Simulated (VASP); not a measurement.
Set up this calculation in VASP 6.6.1, as the native input.

```
Task                   : relaxation of cell and atoms
Functional             : PBE
Potentials or basis    : VASP PAW PBE potentials, release 64 (Al, As, Pd)
Cutoff                 : 600 eV
k mesh                 : 4 × 4 × 4
Occupations            : gaussian, width 0.1 eV
Spin                   : no spin polarisation
Dipole correction      : no
Further INCAR settings : ALGO = Fast; EDIFF = 1e-07; IBRION = 2; EDIFFG = -0.04; NSW = 90; ISIF = 3
```

The structure of AlAsPd3 lies in POSCAR:

```
AlAsPd3
1.0
    4.1483958100      0.0000000000      0.0000000000
    0.0000000000      4.1483958100      0.0000000000
    0.0000000000      0.0000000000      4.8327487900
Al As Pd
1 1 3
Direct
    0.5000000000      0.5000000000      0.0000000000
    0.5000000000      0.5000000000      0.5000000000
    0.0000000000      0.0000000000      0.0000000000
    0.5000000000      0.0000000000      0.5000000000
    0.0000000000      0.5000000000      0.5000000000
```

The cell was built from a structure type or drawn by symmetry, and may not be a known phase.

The input as run:

INCAR

```
PREC = Accurate ; ENCUT = 600
EDIFF = 1E-7 ; ISMEAR = 0
SIGMA = 0.1 ; LREAL = False
LASPH = True ; NELM = 100
ALGO = Fast ; ISIF = 3
LWAVE = False ; LCHARG = False
GGA = PE ; IBRION = 2
NSW = 90 ; EDIFFG = -0.04
```

KPOINTS

```
regular mesh
0
Gamma
  4 4 4
```

Potentials or basis: VASP PAW PBE potentials, release 64 (Al, As, Pd).

Command:

```bash
$ cat potpaw_PBE.64/Al/POTCAR potpaw_PBE.64/As/POTCAR potpaw_PBE.64/Pd/POTCAR > POTCAR
$ mpirun -np 1 vasp_std > vasp.out
```

It gave:

```yaml
Relaxed_volume: 19.83 Å³/atom
Relaxed_cell: a = 4.627 Å, b = 4.627 Å, c = 4.633 Å, α = 90.00°, β = 90.00°, γ = 90.00°
Space_group_after_relaxing_to_0.1_Å: P4/mmm (No. 123)
Energy_gained_by_relaxing: 494.1 meV/atom
Ionic_steps: 7
Pressure_after_relaxing: 0.1 GPa
Band_gap_on_the_k_mesh: zero (bands 19 and 20 overlap by 0.63 eV)
```

Caveat: the k points lie up to 0.34 Å⁻¹ apart in the final cell, too coarse for converged energies and pressures of a metal; the volume moved by over 15 % at a fixed basis, so the end points are rough.

It took 5 min on 1 thread of Intel(R) Xeon(R) Platinum 8259CL CPU @ 2.50GHz (Skylake/Cascade Lake), with other jobs on the host, peak memory 0.25 GiB.
